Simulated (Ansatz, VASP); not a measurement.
**One calculation of CaO, two programs**

```xyz
2
Lattice="0.0000 2.3977 2.3977 2.3977 0.0000 2.3977 2.3977 2.3977 0.0000" Properties=species:S:1:pos:R:3 pbc="T T T"
Ca    0.0000    0.0000    0.0000
O     2.3977    2.3977    2.3977
```

Alike in both runs: functional r2SCAN; k mesh 8 × 8 × 8; occupations gaussian, width 0.02 eV; no spin polarisation.

Ansatz relaxed the structure, and its values are those at the end. VASP's run is a single point on that final structure, the one shown.

|  | VASP | Ansatz |
| --- | --- | --- |
| version | VASP 6.6.1 | Ansatz 0.2.0 |
| potentials or method | VASP PAW PBE potentials, release 64 (Ca_sv, O), cutoff 660 eV | scalar-relativistic, plane waves, PAW |
| valence electrons in the cell | 16 | 16 |

Ansatz gave:

| Quantity | Value |
| --- | --- |
| gap on the k mesh at the Fermi level (eV) | 4.20 |
| least direct gap on the mesh (eV) | 4.57 |
| pressure (GPa) | 0.0 |

**Question.** What did VASP give for the same quantities?

**Answer.** gap on the k mesh at the Fermi level (eV): 4.19; least direct gap on the mesh (eV): 4.56; pressure (GPa): 0.9.

VASP's potentials were made for PBE, not for r2SCAN. The functional is the same, so the differences come from potentials, cutoffs and numerics.
